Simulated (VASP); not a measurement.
A run of VASP 6.6.1 is set up as follows.

File INCAR:

```
SYSTEM = Ta3N4
ALGO     = Normal         ! electronic algorithm
EDIFF    = 1E-6           ! SCF threshold, eV
ENCUT    = 520            ! plane-wave cutoff, eV
GGA      = PE             ! functional
ISIF     = 2              ! what is computed and relaxed
ISMEAR   = 0              ! smearing method
LASPH    = .TRUE.         ! aspherical terms in the spheres
LCHARG   = .FALSE.        ! write CHGCAR
LREAL    = .FALSE.        ! projectors in reciprocal space
LWAVE    = .FALSE.        ! write WAVECAR
NBANDS   = 36             ! bands
NELM     = 60             ! most SCF steps
PREC     = Accurate       ! precision mode
SIGMA    = 0.1            ! smearing width, eV
```

File KPOINTS:

```
k-points
0
G
  4 4 4
  0 0 0
```

The input POSCAR:

```
Ta3N4
1.0
    4.4071528900      0.0000000000      0.0000000000
    0.0000000000      4.4071528900      0.0000000000
    0.0000000000      0.0000000000      4.5614660600
Ta N
3 4
Direct
    0.0000000000      0.0000000000      0.0000000000
    0.0000000000      0.0000000000      0.5000000000
    0.5000000000      0.5000000000      0.0000000000
    0.2554910200      0.2554910200      0.2597206200
    0.7445089800      0.7445089800      0.2597206200
    0.7445089800      0.2554910200      0.7402793800
    0.2554910200      0.7445089800      0.7402793800
```

Potentials or basis: VASP PAW PBE potentials, release 64 (Ta_pv, N).

The run is started by

```sh
$ cat potpaw_PBE.64/Ta_pv/POTCAR potpaw_PBE.64/N/POTCAR > POTCAR
$ mpirun -np 1 vasp_std > vasp.out
```

Q: What does it give for the largest force?

A: 2.118 eV/Å.

Q: What does it give for the band gap on the k mesh?

A: Zero (an odd number of electrons rules out a gap without spin polarisation).

Q: What does it give for the pressure?

A: 49.6 GPa.

Stress tensor (GPa, compression positive):
```
33.30  0.00  0.00
 0.00 33.30  0.00
 0.00  0.00 82.07
```

Caveat: the stress differs along the axes, from 33 to 82 GPa; spin-orbit coupling is left out, which moves the levels of the heavy elements; an odd number of electrons without spin polarisation forces a metal; a magnetic or distorted state may lie lower.
